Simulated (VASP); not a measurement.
The system is Al.

```
Al
1.0
    -1.59122    1.59122    1.59122
     1.59122   -1.59122    1.59122
     1.59122    1.59122   -1.59122
Al
1
Direct
  0.00000 0.00000 0.00000
```

| Quantity | Value |
| --- | --- |
| Program | VASP 6.6.1 |
| Task | relaxation of cell and atoms |
| Functional | PBEsol |
| Potentials or basis | VASP PAW PBE potentials, release 64 (Al) |
| Cutoff | 600 eV |
| k mesh | 15 × 15 × 15 |
| Occupations | gaussian, width 0.1 eV |
| Spin | no spin polarisation |

At the start: pressure 2.2 GPa; volume 16.12 Å³/atom.

Where does the relaxation end?

Over 3 steps the energy falls by 3.1 meV/atom and the volume is 16.58 Å³/atom (+2.9 %); space group Im-3m (No. 229, to 0.05 Å).

Step by step:
```
step  energy change (eV)  largest force (eV/Å)  pressure (GPa)  volume (Å³)
   1              0.0000                0.0000            2.18        16.12
   2             -0.0030                0.0000           -0.24        16.63
   3             -0.0031                0.0000            0.00        16.58
```

Final structure:
```
Al
1.0
    -1.60631    1.60631    1.60631
     1.60631   -1.60631    1.60631
     1.60631    1.60631   -1.60631
Al
1
Cartesian
  0.0000 0.0000 0.0000
```

Caveat: the PAW data sets were made with another functional, which shifts forces and pressure a little.
